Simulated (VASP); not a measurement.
A run of VASP 6.6.1 is set up as follows.

File INCAR:

```
PREC = Accurate ; ENCUT = 520
EDIFF = 1E-7 ; ISMEAR = 0
SIGMA = 0.01 ; LREAL = False
LASPH = True ; NELM = 60
ALGO = Normal ; ISIF = 2
LWAVE = False ; LCHARG = False
GGA = PE ; NBANDS = 17
```

File KPOINTS:

```
regular mesh
0
Gamma
  6 6 6
```

Contents of POSCAR:

```
TePb
1.0
    0.0000000000      3.6283957662      3.6283957662
    3.6283957662      0.0000000000      3.6283957662
    3.6283957662      3.6283957662      0.0000000000
Pb Te
1 1
Direct
    0.0000000000      0.0000000000      0.0000000000
    0.2500000000      0.2500000000      0.2500000000
```

Potentials or basis: VASP PAW PBE potentials, release 64 (Pb_d, Te).

Launch:

```console
$ cat potpaw_PBE.64/Pb_d/POTCAR potpaw_PBE.64/Te/POTCAR > POTCAR
$ mpirun -np 1 vasp_std > vasp.out
```

Problem. Predict the pressure.

Solution. 0.8 GPa.

Problem. What does it give for the band gap on the k mesh?

Solution. 0.72 eV (least direct gap 1.18 eV).

Caveat: spin-orbit coupling is left out, which moves the levels of the heavy elements. A k mesh can miss the band edges.
